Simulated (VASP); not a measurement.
Runs of VASP 6.6.1 on CdSe. The structure is that of space group F-43m (No. 216), or close to it. The cells are those of the table. 

```tsv
level	potentials or basis	cell	k mesh	grid for exact exchange (PRECFOCK)	share of exact exchange	gap on the mesh (eV)	pressure (GPa)
r2SCAN50	VASP PAW PBE potentials, release 64 (Cd, Se)	a = 4.313 Å, angles 60.0°, 2 atoms	4 × 4 × 4	Normal	0.5	4.04	-0.2
PBEsol+D3(BJ)	VASP PAW PBE potentials, release 64 (Cd, Se)	a = 4.261 Å, angles 60.0°, 2 atoms	8 × 8 × 8	-	-	0.54	(b)
r2SCAN0	VASP PAW PBE potentials, release 64 (Cd, Se)	a = 4.283 Å, angles 60.0°, 2 atoms	4 × 4 × 4	Normal	0.25	2.57	1.7
PBE-based global hybrid with 35 % exact exchange	VASP PAW PBE potentials, release 64 (Cd, Se)	a = 4.342 Å, angles 60.0°, 2 atoms	4 × 4 × 4	Normal	0.35	2.88	-0.4
LDA	VASP PAW LDA potentials, release 64 (Cd, Se)	a = 4.248 Å, angles 60.0°, 2 atoms	8 × 8 × 8	-	-	0.44	0.5
PBEsol+D4	VASP PAW PBE potentials, release 64 (Cd, Se)	a = 4.272 Å, angles 60.0°, 2 atoms	8 × 8 × 8	-	-	0.52	(c)
PBEsol+D3(BJ)	VASP PAW PBE potentials, release 64 (Cd, Se)	a = 4.342 Å, angles 60.0°, 2 atoms	8 × 8 × 8	-	-	0.43	-2.7
r2SCAN0	VASP PAW PBE potentials, release 64 (Cd, Se)	a = 4.371 Å, angles 60.0°, 2 atoms	4 × 4 × 4	Normal	0.25	2.41	(a)
```

Alike in all rows: task single point; no spin polarisation; cutoff (eV) 520; smearing fermi-dirac 0.05 eV.

Problem. Fill in the values left out.

Solution. (a) -1.6; (b) 0.2; (c) 0.4.

Caveats: some runs use coarse meshes; the PAW data sets were made with another functional, which shifts forces and pressure a little (at least some runs); semilocal functionals underestimate gaps, and a narrow one can read as zero (at least some runs); three body term missing (at least some runs).

A k mesh can miss the band edges, and the runs leave out spin-orbit coupling on Cd, Se.
